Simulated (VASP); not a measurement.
Here is a VASP 6.6.1 calculation.

INCAR

```
  PREC = Accurate
  ENCUT = 500
  EDIFF = 1E-6
  ISMEAR = 0
  SIGMA = 0.01
  LREAL = F
  LASPH = T
  NELM = 120
  ALGO = Normal
  ISIF = 2
  LWAVE = F
  LCHARG = F
  NBANDS = 16
  GGA_COMPAT = F
```

File KPOINTS:

```
Automatic mesh
0
Gamma
  4 4 4
```

Contents of POSCAR:

```
GaP
1.0
    3.8540860000      0.0000000000      0.0000000000
    1.9270430000      3.3377363844      0.0000000000
    1.9270430000      1.1125787948      3.1468480416
Ga P
1 1
Direct
    0.0000000000      0.0000000000      0.0000000000
    0.2500000000      0.2500000000      0.2500000000
```

Potentials or basis: VASP PAW LDA potentials, release 64 (Ga_d, P).

The run is started by

```bash
$ cat potpaw_LDA.64/Ga_d/POTCAR potpaw_LDA.64/P/POTCAR > POTCAR
$ mpirun -np 1 vasp_std > vasp.out
```

Question: What does it give for the band gap on the k mesh?

Answer: 1.46 eV, indirect (least direct gap 1.62 eV).

Question: What does it give for the pressure?

Answer: -2.3 GPa.

Caveat: the k points lie up to 0.50 Å⁻¹ apart. A k mesh can miss the band edges.
